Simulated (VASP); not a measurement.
Input of a VASP 6.6.1 run:

File INCAR:

```
SYSTEM = Ag
PREC = Accurate ; ENCUT = 520
EDIFF = 1E-8 ; ISMEAR = -1
SIGMA = 0.08 ; LREAL = .FALSE.
LASPH = .TRUE. ; NELM = 60
ALGO = Normal ; ISIF = 2
LWAVE = .FALSE. ; LCHARG = .FALSE.
GGA = CA ; LEFG = .TRUE.
NBANDS = 30
```

KPOINTS

```
Automatic mesh
0
G
  14 14 4
  0 0 0
```

File POSCAR:

```
Ag
1.0
    2.8668278625      0.0000000000      0.0000000000
   -1.4334139312      2.4827457572      0.0000000000
    0.0000000000      0.0000000000      9.9328838838
Ag
4
Direct
    0.3333333333      0.6666666667      0.2500000000
    0.6666666667      0.3333333333      0.7500000000
    0.0000000000      0.0000000000      0.0000000000
    0.0000000000      0.0000000000      0.5000000000
```

Potentials or basis: VASP PAW LDA potentials, release 64 (Ag).

Command:

```sh
$ cat potpaw_LDA.64/Ag/POTCAR > POTCAR
$ mpirun -np 1 vasp_std > vasp.out
```

Task: Predict the pressure.

Result: -9.6 GPa.

Task: Estimate the band gap on the k mesh.

Result: Zero (bands 22 and 23 overlap by 6.08 eV).

Stress tensor (GPa, compression positive):
```
 -8.19   0.00   0.00
  0.00  -8.19   0.00
  0.00   0.00 -12.43
```

Caveat: the cell stands under tension; without QUAD_EFG the Cq values of the log hold for a quadrupole moment of 1 mb, not for the nuclei.
